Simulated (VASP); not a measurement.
# SnO (Romarchite) (P4/nmm) in VASP: notebook, part 2 of 2

VASP 6.6.1. Earlier steps stand in the parts before.

## (4) Single point, PBE

The input, INCAR:

```
ALGO     = Normal         # electronic algorithm
EDIFF    = 1E-6           # SCF threshold, eV
ENCUT    = 520            # plane-wave cutoff, eV
GGA      = PE             # functional
ISIF     = 2              # what is computed and relaxed
ISMEAR   = -1             # smearing method
LASPH    = True           # aspherical terms in the spheres
LCHARG   = False          # write CHGCAR
LREAL    = False          # projectors in reciprocal space
LWAVE    = False          # write WAVECAR
NBANDS   = 28             # bands
NELM     = 60             # most SCF steps
PREC     = Accurate       # precision mode
SIGMA    = 0.02           # smearing width, eV
```

The input, KPOINTS:

```
k-points
0
Gamma
  5 5 4
```

The input, POSCAR:

```
SnO
1.0
    3.7986000000      0.0000000000      0.0000000000
    0.0000000000      3.7986000000      0.0000000000
    0.0000000000      0.0000000000      4.8408000000
Sn O
2 2
Direct
    0.5000000000      0.0000000000      0.2420408503
    0.0000000000      0.5000000000      0.7579591497
    0.0000000000      0.0000000000      0.0000000000
    0.5000000000      0.5000000000      0.0000000000
```

Potentials or basis: VASP PAW PBE potentials, release 64 (Sn_d, O).

Launch:

```console
$ cat potpaw_PBE.64/Sn_d/POTCAR potpaw_PBE.64/O/POTCAR > POTCAR
$ mpirun -np 1 vasp_std > vasp.out
```

OUTCAR:

```text
EDIFF = 1E-6
   ENCUT = 520
   GGA = PE
   ISIF = 2
   ISMEAR = -1
   LASPH = True
   LREAL = False
   NELM = 60
   PREC = Accurate

 ion  position               nearest neighbor table
   1  0.500  0.000  0.242-   3 2.23   4 2.23   4 2.23   3 2.23   2 3.56   2 3.56   2 3.56   2 3.56
                             2 3.67   2 3.67   2 3.67   2 3.67
   2  0.000  0.500  0.758-   3 2.23   4 2.23   3 2.23   4 2.23   1 3.56   1 3.56   1 3.56   1 3.56
                             1 3.67   1 3.67   1 3.67   1 3.67
   3  0.000  0.000  0.000-   1 2.23   2 2.23   2 2.23   1 2.23
   4  0.500  0.500  0.000-   1 2.23   2 2.23   1 2.23   2 2.23

  LATTYP: Found a simple tetragonal cell.
 ALAT       =     3.7986000000
 C/A-ratio  =     1.2743642395

  Lattice vectors:

 A1 = (   3.7986000000,   0.0000000000,   0.0000000000)
 A2 = (   0.0000000000,   3.7986000000,   0.0000000000)
 A3 = (   0.0000000000,   0.0000000000,   4.8408000000)

Analysis of symmetry for initial positions (statically):
=====================================================================
[... 167 lines left out ...]

  energy without entropy =      -22.67380335  energy(sigma->0) =      -22.67380575

 E-fermi :   7.4142     XC(G=0): -10.2816

 val. band max:        7.2680151995   @ k =   0.0000   0.0000   0.0000
 cond. band min:       7.5881785165   @ k =   0.4000   0.4000   0.0000
 fundamental gap:      0.3201633170
 Fermi energy:         7.4142289782

 k-point     1 :       0.0000    0.0000    0.0000
  band No.  band energies     occupation
      1     -14.7982      2.00000
      2     -14.3887      2.00000
      3     -14.3848      2.00000
      4     -14.3848      2.00000
      5     -14.3464      2.00000
      6     -14.3328      2.00000
[... 547 lines left out ...]
     27      17.2232      0.00000
     28      17.3465      0.00000

------------------------ aborting loop because EDIFF is reached ----------------------------------------

  FORCE on cell =-STRESS in cart. coord.  units (eV):
  Direction    XX          YY          ZZ          XY          YZ          ZX
  --------------------------------------------------------------------------------------
  -------------------------------------------------------------------------------------
  Total        1.8185238      1.8185238      0.9787939      0.0000000     -0.0000000      0.0000000
  in kB       41.7124129     41.7124129     22.4510967      0.0000000     -0.0000000      0.0000000
  external PRESSURE =      35.2919741 kB  Pullay stress =       0.0000000 kB

 VOLUME and BASIS-vectors are now :
 -----------------------------------------------------------------------------
  energy-cutoff  :      520.00
  volume of cell :       69.85
      direct lattice vectors                 reciprocal lattice vectors
     3.798600000  0.000000000  0.000000000     0.263254883  0.000000000  0.000000000
     0.000000000  3.798600000  0.000000000     0.000000000  0.263254883  0.000000000
     0.000000000  0.000000000  4.840800000     0.000000000  0.000000000  0.206577425

 POSITION                                       TOTAL-FORCE (eV/Angst)
 -----------------------------------------------------------------------------------
      1.89930      0.00000      1.17167         0.000000      0.000000      0.088800
      0.00000      1.89930      3.66913        -0.000000      0.000000     -0.088800
      0.00000      0.00000      0.00000         0.000000      0.000000      0.000000
      1.89930      1.89930      0.00000         0.000000     -0.000000      0.000000
 -----------------------------------------------------------------------------------
    total drift:                                0.000000      0.000000     -0.000000

  FREE ENERGIE OF THE ION-ELECTRON SYSTEM (eV)
  ---------------------------------------------------
  free  energy   TOTEN  =       -22.6738081565 eV

  energy  without entropy=      -22.6738033452  energy(sigma->0) =      -22.67380575
```

It took 26 s on 1 thread of Intel Xeon Platinum 8488C (Sapphire Rapids), shared host; peak memory 0.18 GiB.

What came out:

| Quantity | Value |
| --- | --- |
| Free energy | -22.6738 eV |
| Pressure | 3.5 GPa |
| Largest force | 0.089 eV/Å |
| Band gap on the k mesh | 0.32 eV, indirect (least direct gap 2.08 eV) |

Forces in eV/Å, atoms in the order of the input:
```
Sn   0.000  0.000  0.089
Sn   0.000  0.000 -0.089
O    0.000  0.000  0.000
O    0.000  0.000  0.000
```

Stress tensor (GPa, compression positive):
```
4.17 0.00 0.00
0.00 4.17 0.00
0.00 0.00 2.25
```

Caveat: spin-orbit coupling is left out, which moves the levels of the heavy elements. A k mesh can miss the band edges.

## (5) Single point, PBE

The input, INCAR:

```
PREC     = Accurate       # precision mode
ENCUT    = 910            # plane-wave cutoff, eV
EDIFF    = 1E-6           # SCF threshold, eV
ISMEAR   = -1             # smearing method
SIGMA    = 0.02           # smearing width, eV
LREAL    = F              # projectors in reciprocal space
LASPH    = T              # aspherical terms in the spheres
NELM     = 120            # most SCF steps
ALGO     = Normal         # electronic algorithm
ISIF     = 2              # what is computed and relaxed
LWAVE    = F              # write WAVECAR
LCHARG   = F              # write CHGCAR
GGA      = PE             # functional
NBANDS   = 28             # bands
GGA_COMPAT= F
```

The input, KPOINTS:

```
regular mesh
0
Gamma
  5 5 4
```

Changes to POSCAR since step 4:

```diff
@@ -8,4 +8,4 @@
 Direct
-    0.5000000000      0.0000000000      0.2420408503
-    0.0000000000      0.5000000000      0.7579591497
+    0.5000000000      0.0000000000      0.2420408500
+    0.0000000000      0.5000000000      0.7579591500
     0.0000000000      0.0000000000      0.0000000000
```

Potentials or basis: VASP PAW PBE potentials, release 64 (Sn_d, O_h).

Launch:

```console
$ cat potpaw_PBE.64/Sn_d/POTCAR potpaw_PBE.64/O_h/POTCAR > POTCAR
$ mpirun -np 1 vasp_std > vasp.out
```

It took 50 s on 1 thread of Intel Xeon 6975P-C (Granite Rapids), shared host; peak memory 0.28 GiB.

Results (log left out):

* Free energy: -22.6882 eV
* Pressure: 3.4 GPa
* Largest force: 0.081 eV/Å
* Band gap on the k mesh: 0.32 eV, indirect (least direct gap 2.08 eV)

Forces on the atoms (eV/Å):
```
Sn   0.000  0.000  0.081
Sn   0.000  0.000 -0.081
O    0.000  0.000  0.000
O    0.000  0.000  0.000
```

Stress tensor (GPa, compression positive):
```
4.01 0.00 0.00
0.00 4.01 0.00
0.00 0.00 2.10
```

Levels at points of the mesh, in eV from the valence-band top:
```tsv
k point	band 16	band 17	band 18	band 19	band 20	band 21	band 22	band 23	band 24	band 25
(0.00, 0.00, 0.00)	-6.25	-3.51	-3.14	-3.14	0.00	2.12	4.45	4.51	4.51	5.68
(0.00, 0.00, 0.50)	-3.58	-3.16	-3.15	-3.15	-2.36	1.77	2.81	2.81	3.65	7.89
```

Caveat: the cutoff is under 1.25 times the usual one of these potentials, so pressure, stress and relaxed cells hold a basis-set (Pulay) error; spin-orbit coupling is left out, which moves the levels of the heavy elements. A k mesh can miss the band edges.

## (6) Overview

```tsv
task	potentials or basis	cell	cutoff (eV)	second run	gap on the mesh (eV)	pressure (GPa)	largest force (eV/Å)
single point	VASP PAW PBE potentials, release 64 (Sn_d, O)	as given	520	-	0.32	3.5	0.09
relaxation of the atoms	VASP PAW PBE potentials, release 64 (Sn_d, O)	atoms relaxed	520	-	0.29	3.3	-
single point	VASP PAW PBE potentials, release 64 (Sn_d, O_h)	as given	910	hard_potentials	0.32	3.4	0.08
```

Alike in all rows: level PBE; no spin polarisation; k mesh 5 × 5 × 4; smearing fermi-dirac 0.02 eV.

Caveats: spin-orbit coupling is left out, which moves the levels of the heavy elements; the cutoff is under 1.25 times the usual one of these potentials, so pressure, stress and relaxed cells hold a basis-set (Pulay) error (some runs).

Absolute energies hang on the potentials; compare differences alone.
